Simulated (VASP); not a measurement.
# Ga4As3P (I-42m) in VASP: notebook

Runs on Ga4As3P. Level: PBE. Tasks: single point.

Program: VASP 6.6.1. These are calculated values, not measurements. Logs are shortened: lines on timing, memory, paths and dates and some standing lists are left out, and cuts for length are marked.

## 1. The cell of the first run

The structure is tetragonal, space group I-42m (No. 121). Conventional cell: a = 5.669 Å, b = 5.669 Å, c = 11.332 Å, α = 90.00°, β = 90.00°, γ = 90.00°. Within 3.2 Å of Ga (site symmetry m) lie 1 P at 2.40 Å and 3 As at 2.47 to 2.48 Å. P (site symmetry -42m) has 4 Ga at 2.40 Å within 3.2 Å. Within 3.3 Å of As (site symmetry -4) lie 4 Ga at 2.47 Å. Within 3.3 Å of As (site symmetry -42m) lie 4 Ga at 2.48 Å.

## 2. Single point, PBE

Contents of INCAR:

```
SYSTEM = Ga4As3P
ALGO     = Normal         ! electronic algorithm
EDIFF    = 1E-7           ! SCF threshold, eV
ENCUT    = 520            ! plane-wave cutoff, eV
GGA      = PE             ! functional
ISIF     = 2              ! what is computed and relaxed
ISMEAR   = 0              ! smearing method
LASPH    = .True.         ! aspherical terms in the spheres
LCHARG   = .True.         ! write CHGCAR
LELF     = .True.         ! ELF
LREAL    = .False.        ! projectors in reciprocal space
LVHAR    = .True.       
LWAVE    = .False.        ! write WAVECAR
NBANDS   = 46             ! bands
NELM     = 80             ! most SCF steps
PREC     = Accurate       ! precision mode
SIGMA    = 0.2            ! smearing width, eV
```

Contents of KPOINTS:

```
k-points
0
Gamma
  4 4 4
  0 0 0
```

Contents of POSCAR:

```
Ga4As3P
1.0
   -2.8347368670      2.8347368670      5.6658688413
    2.8347368670     -2.8347368670      5.6658688413
    2.8347368670      2.8347368670     -5.6658688413
Ga P As
4 1 3
Direct
    0.1208666635      0.1208666635      0.4868682483
    0.6339984153      0.6339984153      0.5131317517
    0.3660015847      0.8791333365      0.0000000000
    0.8791333365      0.3660015847      0.0000000000
    0.0000000000      0.0000000000      0.0000000000
    0.2500000000      0.7500000000      0.5000000000
    0.7500000000      0.2500000000      0.5000000000
    0.5000000000      0.5000000000      0.0000000000
```

Potentials or basis: VASP PAW PBE potentials, release 64 (Ga_d, P, As).

The run is started by

```bash
$ cat potpaw_PBE.64/Ga_d/POTCAR potpaw_PBE.64/P/POTCAR potpaw_PBE.64/As/POTCAR > POTCAR
$ mpirun -np 1 vasp_std > vasp.out
```

OUTCAR:

```text
SYSTEM = Ga4As3P
   EDIFF = 1E-7
   ENCUT = 520
   GGA = PE
   ISIF = 2
   ISMEAR = 0
   LASPH = .True.
   LREAL = .False.
   NELM = 80
   PREC = Accurate

 ion  position               nearest neighbor table
   1  0.121  0.121  0.487-   5 2.40   6 2.47   7 2.47   8 2.48
   2  0.634  0.634  0.513-   5 2.40   6 2.47   7 2.47   8 2.48
   3  0.366  0.879  0.000-   5 2.40   7 2.47   6 2.47   8 2.48
   4  0.879  0.366  0.000-   5 2.40   6 2.47   7 2.47   8 2.48
   5  0.000  0.000  0.000-   2 2.40   3 2.40   4 2.40   1 2.40
   6  0.250  0.750  0.500-   1 2.47   3 2.47   4 2.47   2 2.47
   7  0.750  0.250  0.500-   1 2.47   4 2.47   3 2.47   2 2.47
   8  0.500  0.500  0.000-   2 2.48   1 2.48   4 2.48   3 2.48

  LATTYP: Found a body centered tetragonal cell.
 ALAT       =     5.6694737340
 C/A-ratio  =     1.9987283149

  Lattice vectors:

 A1 = (  -2.8347368670,   2.8347368670,   5.6658688413)
 A2 = (   2.8347368670,  -2.8347368670,   5.6658688413)
 A3 = (   2.8347368670,   2.8347368670,  -5.6658688413)

Analysis of symmetry for initial positions (statically):
=====================================================================
 Subroutine PRICEL returns:
 Original cell was already a primitive cell.

 Routine SETGRP: Setting up the symmetry group for a
 body centered tetragonal supercell.

 Subroutine GETGRP returns: Found  8 space group operations
 (whereof  8 operations were pure point group operations)
 out of a pool of 16 trial point group operations.

The static configuration has the point symmetry D_2d.

Analysis of symmetry for dynamics (positions and initial velocities):
=====================================================================
 Subroutine PRICEL returns:
 Original cell was already a primitive cell.

 Routine SETGRP: Setting up the symmetry group for a
 body centered tetragonal supercell.

 Subroutine GETGRP returns: Found  8 space group operations
 (whereof  8 operations were pure point group operations)
 out of a pool of 16 trial point group operations.

The dynamic configuration has the point symmetry D_2d.

 Subroutine INISYM returns: Found  8 space group operations
 (whereof  8 operations are pure point group operations),
 and found     1 'primitive' translations

----------------------------------------------------------------------------------------

                                     Primitive cell

  volume of cell :     182.1176

  direct lattice vectors                    reciprocal lattice vectors
    -2.834736867  2.834736867  5.665868841     0.000000000  0.176383214  0.088247719
     2.834736867 -2.834736867  5.665868841     0.176383214  0.000000000  0.088247719
     2.834736867  2.834736867 -5.665868841     0.176383214  0.176383214  0.000000000

  length of vectors
     6.940715809  6.940715809  6.940715809     0.197227529  0.197227529  0.249443534

  position of ions in fractional coordinates (direct lattice)
     0.120866664  0.120866664  0.486868248
     0.633998415  0.633998415  0.513131752
     0.366001585  0.879133336  0.000000000
     0.879133336  0.366001585  0.000000000
     0.000000000  0.000000000  0.000000000
     0.250000000  0.750000000  0.500000000
     0.750000000  0.250000000  0.500000000
     0.500000000  0.500000000  0.000000000

  ion indices of the primitive-cell ions
   primitive index   ion index
                 1           1
                 2           2
                 3           3
                 4           4
                 5           5
                 6           6
                 7           7
                 8           8

----------------------------------------------------------------------------------------

 KPOINTS: k-points

Automatic generation of k-mesh.
 Grid dimensions read from file:
 generate k-points for:    4    4    4

 Generating k-lattice:

  Cartesian coordinates                     Fractional coordinates (reciprocal lattice)
     0.000000000  0.044095804  0.022061930     0.250000000  0.000000000  0.000000000
     0.044095804  0.000000000  0.022061930     0.000000000  0.250000000  0.000000000
     0.044095804  0.044095804  0.000000000     0.000000000  0.000000000  0.250000000

  Length of vectors
     0.049306882  0.049306882  0.062360883

  Shift w.r.t. Gamma in fractional coordinates (k-lattice)
     0.000000000  0.000000000  0.000000000

 Subroutine IBZKPT returns following result:
 ===========================================

 Found     13 irreducible k-points:

 Following reciprocal coordinates:
            Coordinates               Weight
  0.000000  0.000000  0.000000      1.000000
  0.250000  0.000000 -0.000000      8.000000
  0.500000  0.000000 -0.000000      4.000000
  0.250000  0.250000 -0.000000      8.000000
  0.500000  0.250000 -0.000000     16.000000
 -0.250000  0.250000  0.000000      4.000000
  0.500000  0.500000 -0.000000      2.000000
  0.250000  0.250000  0.250000      2.000000
 -0.250000  0.250000  0.250000      4.000000
  0.500000  0.500000  0.250000      4.000000
 -0.250000  0.500000  0.250000      8.000000
 -0.250000 -0.250000  0.250000      2.000000
  0.500000  0.500000  0.500000      1.000000
   k-points           NKPTS =     13   k-points in BZ     NKDIM =     13   number of bands    NBANDS=     46
   number of dos      NEDOS =    301   number of ions     NIONS =      8
   total plane-waves  NPLWV = 157464
   dimension x,y,z NGX =    54 NGY =   54 NGZ =   54
   dimension x,y,z NGXF=   108 NGYF=  108 NGZF=  108
   ions per type =               4   1   3
   NGX,Y,Z   is equivalent  to a cutoff of  12.93, 12.93, 12.93 a.u.
   NGXF,Y,Z  is equivalent  to a cutoff of  25.87, 25.87, 25.87 a.u.
 SYSTEM =  Ga4As3P
   PREC   = accura    normal or accurate (medium, high low for compatibility)
   ISTART =      0    job   : 0-new  1-cont  2-samecut
   ICHARG =      2    charge: 1-file 2-atom 10-const
   ISPIN  =      1    spin polarized calculation?
   LNONCOLLINEAR =      F non collinear calculations
   LSORBIT =      F    spin-orbit coupling
   LASPH  =      T    aspherical Exc in radial PAW
   ENCUT  =  520.0 eV  38.22 Ry    6.18 a.u.  12.91 12.91 12.91*2*pi/ulx,y,z
   NELM   =     80;   NELMIN=  2; NELMDL= -5     # of ELM steps
   EDIFF  = 0.1E-06   stopping-criterion for ELM
   LREAL  =      F    real-space projection
   EDIFFG = 0.1E-05   stopping-criterion for IOM
   NSW    =      0    number of steps for IOM
   IBRION =     -1    ionic relax: 0-MD 1-quasi-New 2-CG
   NFREE  =      0    steps in history (QN), initial steepest desc. (CG)
   ISIF   =      2    stress and relaxation
   ISYM   =      2    0-nonsym 1-usesym 2-fastsym
   POTIM  = 0.5000    time-step for ionic-motion
   TEBEG  =    0.0;   TEEND  =   0.0 temperature during run
   PSTRESS=    0.0 pullay stress
   NELECT =      72.0000    total number of electrons
   NUPDOWN=      -1.0000    fix difference up-down
   EMIN   =  10.00;   EMAX   =-10.00  energy-range for DOS
   EFERMI =   0.00;   METHOD = LEGACY
   ISMEAR =     0;   SIGMA  =   0.20  broadening in eV -4-tet -1-fermi 0-gaus
   EFERMI_NEDOS =   21; number of points for ismear=-14 and -15
   IALGO  =     38    algorithm
   IMIX   =      4    mixing-type and parameters
     AMIX     =   0.40;   BMIX     =  1.00
     AMIX_MAG =   1.60;   BMIX_MAG =  1.00
  volume/ion in A,a.u.               =      22.76       153.62
  Fermi-wavevector in a.u.,A,eV,Ry     =   1.201531  2.270564 19.642416  1.443677
  Thomas-Fermi vector in A             =   2.337337
   LORBIT       =      0    0 simple, 1 ext, 2 COOP (PROOUT), +10 PAW based schemes
   GGA     = PE    functional components
   LHFCALC =     F    Hartree Fock is set to
   AEXX    =    0.0000 exact exchange contribution
   IVDW    =     0    specifies the selected vdW correction
   LEPSILON=     F    determine dielectric tensor
   LRPA    =     F    only Hartree local field effects (RPA)
 non-spin polarized calculation
 Gauss-broadening in eV      SIGMA  =   0.20
  energy-cutoff  :      520.00
  volume of cell :      182.12
 maximum number of plane-waves:      4954
 NGX is ok and might be reduce to    54
   NGX = 25   NGY = 25   NGZ = 25

 number of electron      72.0000009 magnetization

 Free energy of the ion-electron system (eV)
  ---------------------------------------------------
  ext. energy  EPLUGINS =         0.00000000
  ---------------------------------------------------
  free energy    TOTEN  =       -33.89918900 eV

  energy without entropy =      -33.89835304  energy(sigma->0) =      -33.89877102

 E-fermi :   4.0919     XC(G=0):  -9.4934

 val. band max:        3.7788248779   @ k =   0.0000   0.0000   0.0000
 cond. band min:       4.3394150095   @ k =   0.0000   0.0000   0.0000
 fundamental gap:      0.5605901316
 Fermi energy:         4.0918732903

 k-point     1 :       0.0000    0.0000    0.0000
  band No.  band energies     occupation
      1     -11.0169      2.00000
      2     -11.0048      2.00000
      3     -11.0033      2.00000
      4     -10.9179      2.00000
      5     -10.9179      2.00000
      6     -10.9177      2.00000
[... 38 lines left out ...]
     45       8.4476      0.00000
     46       8.5093      0.00000

 k-point     2 :       0.2500    0.0000   -0.0000
  band No.  band energies     occupation
      1     -11.0085      2.00000
      2     -11.0013      2.00000
      3     -10.9979      2.00000
      4     -10.9378      2.00000
      5     -10.9119      2.00000
      6     -10.9104      2.00000
[... 38 lines left out ...]
     45       8.6513      0.00000
     46       8.9182      0.00000

 k-point     3 :       0.5000    0.0000   -0.0000
  band No.  band energies     occupation
      1     -11.0001      2.00000
      2     -10.9959      2.00000
      3     -10.9783      2.00000
      4     -10.9707      2.00000
      5     -10.8995      2.00000
      6     -10.8990      2.00000
[... 479 lines left out ...]
     45       8.4477      0.00000
     46       8.4477      0.00000

 k-point    13 :       0.5000    0.5000    0.5000
  band No.  band energies     occupation
      1     -11.0195      2.00000
      2     -11.0152      2.00000
      3     -10.9750      2.00000
      4     -10.9715      2.00000
      5     -10.8970      2.00000
      6     -10.8970      2.00000
[... 38 lines left out ...]
     45      10.2555      0.00000
     46      10.2933      0.00000

------------------------ aborting loop because EDIFF is reached ----------------------------------------

  FORCE on cell =-STRESS in cart. coord.  units (eV):
  Direction    XX          YY          ZZ          XY          YZ          ZX
  --------------------------------------------------------------------------------------
  -------------------------------------------------------------------------------------
  Total        0.7344610      0.7344610      0.7412234      0.0000000      0.0000000      0.0000000
  in kB        6.4614102      6.4614102      6.5209023      0.0000000      0.0000000      0.0000000
  external PRESSURE =       6.4812409 kB  Pullay stress =       0.0000000 kB

 VOLUME and BASIS-vectors are now :
 -----------------------------------------------------------------------------
  energy-cutoff  :      520.00
  volume of cell :      182.12
      direct lattice vectors                 reciprocal lattice vectors
    -2.834736867  2.834736867  5.665868841     0.000000000  0.176383214  0.088247719
     2.834736867 -2.834736867  5.665868841     0.176383214  0.000000000  0.088247719
     2.834736867  2.834736867 -5.665868841     0.176383214  0.176383214  0.000000000

 POSITION                                       TOTAL-FORCE (eV/Angst)
 -----------------------------------------------------------------------------------
      1.38014      1.38014     -1.38890        -0.008441     -0.008441     -0.013919
      1.45459      1.45459      4.27697         0.008441      0.008441     -0.013919
      1.45459     -1.45459      7.05477         0.008441     -0.008441      0.013919
     -1.45459      1.45459      7.05477        -0.008441      0.008441      0.013919
      0.00000      0.00000      0.00000        -0.000000      0.000000     -0.000000
      2.83474      0.00000      2.83293        -0.000000      0.000000     -0.000000
      0.00000      2.83474      2.83293         0.000000      0.000000     -0.000000
      0.00000      0.00000      5.66587         0.000000      0.000000     -0.000000
 -----------------------------------------------------------------------------------
    total drift:                                0.000009      0.000009      0.000000

  FREE ENERGIE OF THE ION-ELECTRON SYSTEM (eV)
  ---------------------------------------------------
  free  energy   TOTEN  =       -33.8991889988 eV

  energy  without entropy=      -33.8983530387  energy(sigma->0) =      -33.89877102
```

It took 6 min on 1 thread of Intel Xeon 8259CL, shared host; peak memory 0.4 GiB.

What came out:

- Free energy: -33.8992 eV
- Pressure: 0.6 GPa
- Largest force: 0.018 eV/Å
- Band gap on the k mesh: 0.56 eV

Forces in eV/Å, atoms in the order of the input:
```
Ga  -0.008 -0.008 -0.014
Ga   0.008  0.008 -0.014
Ga   0.008 -0.008  0.014
Ga  -0.008  0.008  0.014
P    0.000  0.000  0.000
As   0.000  0.000  0.000
As   0.000  0.000  0.000
As   0.000  0.000  0.000
```

Caveat: semilocal functionals underestimate gaps, and a narrow one can read as zero.

## 3. Single point, PBE

This run uses another cell than the first one, of 22.95 Å³/atom.

Contents of INCAR:

```
SYSTEM = Ga4As3P
ALGO = Normal
EDIFF = 1E-7
ENCUT = 520
GGA = PE
ISIF = 2
ISMEAR = 0
LASPH = .TRUE.
LCHARG = .FALSE.
LREAL = .FALSE.
LWAVE = .FALSE.
NBANDS = 46
NELM = 100
PREC = Accurate
SIGMA = 0.1
```

Contents of KPOINTS:

```
k-points
0
G
  4 4 4
  0 0 0
```

Contents of POSCAR:

```
Ga4As3P
1.0
    5.6842707124      0.0000000000      0.0000000000
    0.0000000000      5.6842707124      0.0000000000
   -2.8421353562     -2.8421353562      5.6824531752
Ga P As
4 1 3
Direct
    0.1207063913      0.1207063913      0.7545964864
    0.6338900951      0.6338900951      0.7545964864
    0.8792936087      0.3661099049      0.2454035136
    0.3661099049      0.8792936087      0.2454035136
    0.0000000000      0.0000000000      0.0000000000
    0.7500000000      0.2500000000      0.5000000000
    0.2500000000      0.7500000000      0.5000000000
    0.5000000000      0.5000000000      0.0000000000
```

Potentials or basis: VASP PAW PBE potentials, release 64 (Ga_d, P, As).

The run is started by

```bash
$ cat potpaw_PBE.64/Ga_d/POTCAR potpaw_PBE.64/P/POTCAR potpaw_PBE.64/As/POTCAR > POTCAR
$ mpirun -np 1 vasp_std > vasp.out
```

Run time: 4.1 min. Hardware: 1 thread of Intel Xeon 8259CL, shared host; peak memory 0.31 GiB.

It converged, with:

| Property | Result |
| --- | --- |
| Free energy | -33.9023 eV |
| Pressure | 0.1 GPa |
| Largest force | 0.011 eV/Å |
| Band gap on the k mesh | 0.50 eV |

Forces on the atoms (eV/Å):
```
Ga  -0.007 -0.007  0.005
Ga   0.007  0.007  0.005
Ga   0.007 -0.007 -0.005
Ga  -0.007  0.007 -0.005
P    0.000  0.000  0.000
As   0.000  0.000  0.000
As   0.000  0.000  0.000
As   0.000  0.000  0.000
```

Levels at points of the mesh, in eV from the valence-band top:
| k point | band 33 | band 34 | band 35 | band 36 | band 37 | band 38 | band 39 | band 40 |
| --- | --- | --- | --- | --- | --- | --- | --- | --- |
| (0.00, 0.00, 0.00) | -2.53 | 0.00 | 0.00 | 0.00 | 0.50 | 1.57 | 1.70 | 3.73 |
| (0.50, 0.00, 0.00) | -2.17 | -2.10 | -1.34 | -1.10 | 2.94 | 3.02 | 3.24 | 3.36 |
| (0.50, 0.50, 0.00) | -1.08 | -1.01 | -0.99 | -0.93 | 1.02 | 1.04 | 2.62 | 2.85 |
| (0.00, 0.00, 0.50) | -1.69 | -1.69 | -1.46 | -1.46 | 1.46 | 1.66 | 1.71 | 1.71 |

Caveat: semilocal functionals underestimate gaps, and a narrow one can read as zero.
